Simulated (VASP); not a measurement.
# KCl (Pm-3m) in VASP: notebook

The runs below take KCl through single point, with LDA, PBE.

Everything below comes from runs of VASP 6.6.1. Logs are shortened: lines on timing, memory, paths and dates and some standing lists are left out, and cuts for length are marked.

**1. The cell of the first run**

Symmetry: Pm-3m, No. 221, cubic system. Conventional cell: a = 3.839 Å, b = 3.839 Å, c = 3.839 Å, α = 90.00°, β = 90.00°, γ = 90.00°. K (site symmetry m-3m) has 8 Cl at 3.32 Å and 6 K at 3.84 Å within 4.4 Å. Within 4.4 Å of Cl (site symmetry m-3m) lie 8 K at 3.32 Å and 6 Cl at 3.84 Å.

**2. Single point, LDA**

The input, INCAR:

```
SYSTEM = KCl
PREC = Accurate
ENCUT = 520
EDIFF = 1E-7
ISMEAR = 0
SIGMA = 0.02
LREAL = .False.
LASPH = .True.
NELM = 60
ALGO = Normal
ISIF = 2
LWAVE = .False.
LCHARG = .False.
NBANDS = 15
```

The input, KPOINTS:

```
Automatic mesh
0
Gamma
  7 7 7
  0 0 0
```

The input, POSCAR:

```
KCl
1.0
    3.8391960000      0.0000000000      0.0000000000
    0.0000000000      3.8391960000      0.0000000000
    0.0000000000      0.0000000000      3.8391960000
K Cl
1 1
Direct
    0.0000000000      0.0000000000      0.0000000000
    0.5000000000      0.5000000000      0.5000000000
```

Potentials or basis: VASP PAW LDA potentials, release 64 (K_sv, Cl).

Run with:

```sh
> cat potpaw_LDA.64/K_sv/POTCAR potpaw_LDA.64/Cl/POTCAR > POTCAR
> mpirun -np 1 vasp_std > vasp.out
```

OUTCAR:

```text
SYSTEM = KCl
   PREC = Accurate
   ENCUT = 520
   EDIFF = 1E-7
   ISMEAR = 0
   LREAL = .False.
   LASPH = .True.
   NELM = 60
   ISIF = 2

 ion  position               nearest neighbor table
   1  0.000  0.000  0.000-
   2  0.500  0.500  0.500-

  LATTYP: Found a simple cubic cell.
 ALAT       =     3.8391960000

  Lattice vectors:

 A1 = (   3.8391960000,   0.0000000000,   0.0000000000)
 A2 = (   0.0000000000,   3.8391960000,   0.0000000000)
 A3 = (   0.0000000000,   0.0000000000,   3.8391960000)

Analysis of symmetry for initial positions (statically):
=====================================================================
 Subroutine PRICEL returns:
 Original cell was already a primitive cell.

 Routine SETGRP: Setting up the symmetry group for a
 simple cubic supercell.

 Subroutine GETGRP returns: Found 48 space group operations
 (whereof 48 operations were pure point group operations)
 out of a pool of 48 trial point group operations.

The static configuration has the point symmetry O_h .

Analysis of symmetry for dynamics (positions and initial velocities):
=====================================================================
 Subroutine PRICEL returns:
 Original cell was already a primitive cell.

 Routine SETGRP: Setting up the symmetry group for a
 simple cubic supercell.

 Subroutine GETGRP returns: Found 48 space group operations
 (whereof 48 operations were pure point group operations)
 out of a pool of 48 trial point group operations.

The dynamic configuration has the point symmetry O_h .

 Subroutine INISYM returns: Found 48 space group operations
 (whereof 48 operations are pure point group operations),
 and found     1 'primitive' translations

----------------------------------------------------------------------------------------

                                     Primitive cell

  volume of cell :      56.5875

  direct lattice vectors                    reciprocal lattice vectors
     3.839196000  0.000000000  0.000000000     0.260471203  0.000000000  0.000000000
     0.000000000  3.839196000  0.000000000     0.000000000  0.260471203  0.000000000
     0.000000000  0.000000000  3.839196000     0.000000000  0.000000000  0.260471203

  length of vectors
     3.839196000  3.839196000  3.839196000     0.260471203  0.260471203  0.260471203

  position of ions in fractional coordinates (direct lattice)
     0.000000000  0.000000000  0.000000000
     0.500000000  0.500000000  0.500000000

  ion indices of the primitive-cell ions
   primitive index   ion index
                 1           1
                 2           2

----------------------------------------------------------------------------------------

 KPOINTS: Automatic mesh

Automatic generation of k-mesh.
 Grid dimensions read from file:
 generate k-points for:    7    7    7

 Generating k-lattice:

  Cartesian coordinates                     Fractional coordinates (reciprocal lattice)
     0.037210172  0.000000000  0.000000000     0.142857143  0.000000000  0.000000000
     0.000000000  0.037210172  0.000000000     0.000000000  0.142857143  0.000000000
     0.000000000  0.000000000  0.037210172     0.000000000  0.000000000  0.142857143

  Length of vectors
     0.037210172  0.037210172  0.037210172

  Shift w.r.t. Gamma in fractional coordinates (k-lattice)
     0.000000000  0.000000000  0.000000000

 Subroutine IBZKPT returns following result:
 ===========================================

 Found     20 irreducible k-points:

 Following reciprocal coordinates:
            Coordinates               Weight
  0.000000  0.000000  0.000000      1.000000
  0.142857  0.000000  0.000000      6.000000
  0.285714  0.000000  0.000000      6.000000
  0.428571  0.000000  0.000000      6.000000
  0.142857  0.142857  0.000000     12.000000
  0.285714  0.142857  0.000000     24.000000
[... 12 lines left out ...]
  0.428571  0.428571  0.285714     24.000000
  0.428571  0.428571  0.428571      8.000000
   k-points           NKPTS =     20   k-points in BZ     NKDIM =     20   number of bands    NBANDS=     15
   number of dos      NEDOS =    301   number of ions     NIONS =      2
   total plane-waves  NPLWV =  27000
   dimension x,y,z NGX =    30 NGY =   30 NGZ =   30
   dimension x,y,z NGXF=    60 NGYF=   60 NGZF=   60
   ions per type =               1   1
   NGX,Y,Z   is equivalent  to a cutoff of  12.99, 12.99, 12.99 a.u.
   NGXF,Y,Z  is equivalent  to a cutoff of  25.98, 25.98, 25.98 a.u.
 SYSTEM =  KCl
   PREC   = accura    normal or accurate (medium, high low for compatibility)
   ISTART =      0    job   : 0-new  1-cont  2-samecut
   ICHARG =      2    charge: 1-file 2-atom 10-const
   ISPIN  =      1    spin polarized calculation?
   LNONCOLLINEAR =      F non collinear calculations
   LSORBIT =      F    spin-orbit coupling
   LASPH  =      T    aspherical Exc in radial PAW
   ENCUT  =  520.0 eV  38.22 Ry    6.18 a.u.   7.14  7.14  7.14*2*pi/ulx,y,z
   NELM   =     60;   NELMIN=  2; NELMDL= -5     # of ELM steps
   EDIFF  = 0.1E-06   stopping-criterion for ELM
   LREAL  =      F    real-space projection
   EDIFFG = 0.1E-05   stopping-criterion for IOM
   NSW    =      0    number of steps for IOM
   IBRION =     -1    ionic relax: 0-MD 1-quasi-New 2-CG
   NFREE  =      0    steps in history (QN), initial steepest desc. (CG)
   ISIF   =      2    stress and relaxation
   ISYM   =      2    0-nonsym 1-usesym 2-fastsym
   POTIM  = 0.5000    time-step for ionic-motion
   TEBEG  =    0.0;   TEEND  =   0.0 temperature during run
   PSTRESS=    0.0 pullay stress
   NELECT =      16.0000    total number of electrons
   NUPDOWN=      -1.0000    fix difference up-down
   EMIN   =  10.00;   EMAX   =-10.00  energy-range for DOS
   EFERMI =   0.00;   METHOD = LEGACY
   ISMEAR =     0;   SIGMA  =   0.02  broadening in eV -4-tet -1-fermi 0-gaus
   EFERMI_NEDOS =   21; number of points for ismear=-14 and -15
   IALGO  =     38    algorithm
   IMIX   =      4    mixing-type and parameters
     AMIX     =   0.40;   BMIX     =  1.00
     AMIX_MAG =   1.60;   BMIX_MAG =  1.00
  volume/ion in A,a.u.               =      28.29       190.94
  Fermi-wavevector in a.u.,A,eV,Ry     =   1.074504  2.030517 15.708715  1.154558
  Thomas-Fermi vector in A             =   2.210334
   LORBIT       =      0    0 simple, 1 ext, 2 COOP (PROOUT), +10 PAW based schemes
   GGA     = CA    functional components
   LHFCALC =     F    Hartree Fock is set to
   AEXX    =    0.0000 exact exchange contribution
   IVDW    =     0    specifies the selected vdW correction
   LEPSILON=     F    determine dielectric tensor
   LRPA    =     F    only Hartree local field effects (RPA)
 non-spin polarized calculation
 Gauss-broadening in eV      SIGMA  =   0.02
  energy-cutoff  :      520.00
  volume of cell :       56.59
 maximum number of plane-waves:      1532
 NGX is ok and might be reduce to    30
   NGX = 15   NGY = 15   NGZ = 15

 number of electron      16.0000008 magnetization

 Free energy of the ion-electron system (eV)
  ---------------------------------------------------
  ext. energy  EPLUGINS =         0.00000000
  ---------------------------------------------------
  free energy    TOTEN  =        -7.25541056 eV

  energy without entropy =       -7.25541056  energy(sigma->0) =       -7.25541056

 E-fermi :  -0.8905     XC(G=0):  -8.6224

 val. band max:       -1.0930801394   @ k =   0.4286   0.4286   0.0000
 cond. band min:       3.2984663883   @ k =   0.0000   0.0000   0.0000
 fundamental gap:      4.3915465277
 Fermi energy:        -0.8904986288

 k-point     1 :       0.0000    0.0000    0.0000
  band No.  band energies     occupation
      1     -28.7471      2.00000
      2     -13.5557      2.00000
      3     -12.3656      2.00000
      4     -12.3656      2.00000
      5     -12.3656      2.00000
      6      -1.2823      2.00000
      7      -1.2823      2.00000
      8      -1.2823      2.00000
      9       3.2985      0.00000
     10       5.1720      0.00000
     11       5.1720      0.00000
     12       9.4120      0.00000
     13       9.4120      0.00000
     14       9.4120      0.00000
     15      12.4329      0.00000

 k-point     2 :       0.1429    0.0000    0.0000
  band No.  band energies     occupation
      1     -28.7431      2.00000
      2     -13.5886      2.00000
      3     -12.3595      2.00000
      4     -12.3595      2.00000
      5     -12.3411      2.00000
      6      -1.6772      2.00000
      7      -1.2839      2.00000
      8      -1.2839      2.00000
      9       3.7788      0.00000
     10       5.3386      0.00000
     11       5.5820      0.00000
     12       9.3233      0.00000
     13       9.3233      0.00000
     14       9.5080      0.00000
     15      11.6343      0.00000

 k-point     3 :       0.2857    0.0000    0.0000
  band No.  band energies     occupation
      1     -28.7343      2.00000
      2     -13.6642      2.00000
      3     -12.3455      2.00000
      4     -12.3455      2.00000
      5     -12.2804      2.00000
      6      -2.3883      2.00000
      7      -1.2884      2.00000
      8      -1.2884      2.00000
      9       4.8320      0.00000
     10       5.8088      0.00000
     11       6.4656      0.00000
     12       9.2030      0.00000
     13       9.2030      0.00000
     14       9.7496      0.00000
     15      10.1760      0.00000
[... 271 lines left out ...]
 k-point    19 :       0.4286    0.4286    0.2857
  band No.  band energies     occupation
      1     -28.6975      2.00000
      2     -13.2332      2.00000
      3     -12.5590      2.00000
      4     -12.5342      2.00000
      5     -12.4593      2.00000
      6      -2.3489      2.00000
      7      -2.3418      2.00000
      8      -1.9683      2.00000
      9       6.1446      0.00000
     10       7.2485      0.00000
     11       7.3896      0.00000
     12       7.7344      0.00000
     13       8.8075      0.00000
     14       8.9037      0.00000
     15      11.2394      0.00000

 k-point    20 :       0.4286    0.4286    0.4286
  band No.  band energies     occupation
      1     -28.6912      2.00000
      2     -13.1649      2.00000
      3     -12.5397      2.00000
      4     -12.5397      2.00000
      5     -12.5389      2.00000
      6      -2.3835      2.00000
      7      -2.3835      2.00000
      8      -2.3480      2.00000
      9       6.9938      0.00000
     10       7.2982      0.00000
     11       7.2982      0.00000
     12       8.4511      0.00000
     13       8.6059      0.00000
     14       8.6059      0.00000
     15      11.2059      0.00000

------------------------ aborting loop because EDIFF is reached ----------------------------------------

  FORCE on cell =-STRESS in cart. coord.  units (eV):
  Direction    XX          YY          ZZ          XY          YZ          ZX
  --------------------------------------------------------------------------------------
  -------------------------------------------------------------------------------------
  Total       -1.1057884     -1.1057884     -1.1057884     -0.0000000      0.0000000      0.0000000
  in kB      -31.3084627    -31.3084627    -31.3084627     -0.0000000      0.0000000      0.0000000
  external PRESSURE =     -31.3084627 kB  Pullay stress =       0.0000000 kB

 VOLUME and BASIS-vectors are now :
 -----------------------------------------------------------------------------
  energy-cutoff  :      520.00
  volume of cell :       56.59
      direct lattice vectors                 reciprocal lattice vectors
     3.839196000  0.000000000  0.000000000     0.260471203  0.000000000  0.000000000
     0.000000000  3.839196000  0.000000000     0.000000000  0.260471203  0.000000000
     0.000000000  0.000000000  3.839196000     0.000000000  0.000000000  0.260471203

 POSITION                                       TOTAL-FORCE (eV/Angst)
 -----------------------------------------------------------------------------------
      0.00000      0.00000      0.00000         0.000000      0.000000      0.000000
      1.91960      1.91960      1.91960         0.000000      0.000000      0.000000
 -----------------------------------------------------------------------------------
    total drift:                                0.000000      0.000000     -0.000000

  FREE ENERGIE OF THE ION-ELECTRON SYSTEM (eV)
  ---------------------------------------------------
  free  energy   TOTEN  =        -7.2554105645 eV

  energy  without entropy=       -7.2554105645  energy(sigma->0) =       -7.25541056
```

Wall time 23 s (1 thread of Intel Xeon 8259CL, shared host); peak memory 0.15 GiB.

Results:

```
Free energy            : -7.2554 eV
Pressure               : -3.1 GPa
Band gap on the k mesh : 4.39 eV (least direct gap 4.58 eV)
```

Caveat: the cell stands under tension; an odd mesh through Γ misses points on the zone boundary, where band edges can lie.

**3. Single point, PBE**

The input, INCAR:

```
ALGO = Normal
EDIFF = 1E-7
ENCUT = 520
GGA = PE
ISIF = 2
ISMEAR = 0
LASPH = T
LCHARG = F
LREAL = F
LWAVE = F
NBANDS = 15
NELM = 60
PREC = Accurate
SIGMA = 0.1
```

The input, KPOINTS:

```
k-points
0
Gamma
  7 7 7
```

POSCAR is that of step 2.

Potentials or basis: VASP PAW PBE potentials, release 64 (K_sv, Cl).

Run with:

```sh
> cat potpaw_PBE.64/K_sv/POTCAR potpaw_PBE.64/Cl/POTCAR > POTCAR
> mpirun -np 1 vasp_std > vasp.out
```

It took 27 s on 1 thread of Intel Xeon 8259CL, shared host; peak memory 0.17 GiB.

Results (log left out):

| Item | Value |
| --- | --- |
| Free energy | -6.6553 eV |
| Pressure | 0.0 GPa |
| Band gap on the k mesh | 4.82 eV (least direct gap 5.00 eV) |

Levels at points of the mesh, in eV from the valence-band top:
```csv
k point,band 6,band 7,band 8,band 9,band 10,band 11
"(0.00, 0.00, 0.00)",-0.18,-0.18,-0.18,4.82,6.59,6.59
```

Caveat: an odd mesh through Γ misses points on the zone boundary, where band edges can lie.
